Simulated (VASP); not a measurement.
The system is ZnCu.

```
Zn Cu
1.0
     2.92000    0.00000    0.00000
     0.00000    2.92000    0.00000
     0.00000    0.00000    2.92000
Zn Cu
1 1
Cartesian
  1.4600 1.4600 1.4600
  0.0000 0.0000 0.0000
```

Base run:

| Item | Value |
| --- | --- |
| Program | VASP 6.6.1 |
| Functional | r2SCAN |
| Potentials or basis | VASP PAW PBE potentials, release 64 (Zn, Cu) |
| Cutoff | 520 eV |
| k mesh | 12 × 12 × 12 |
| Occupations | gaussian, width 0.05 eV |
| Spin | no spin polarisation |

Its results: band gap on the k mesh zero (an odd number of electrons rules out a gap without spin polarisation); pressure 0.7 GPa.

**Question.** The run is repeated on the same cell with these changes: functional from r2SCAN to PBE. What comes out?

**Answer.** Band gap on the k mesh zero (an odd number of electrons rules out a gap without spin polarisation); pressure 6.5 GPa.

Caveats: the PAW data sets were made with another functional, which shifts forces and pressure a little (at least some runs); the cell stands under pressure (at least some runs).
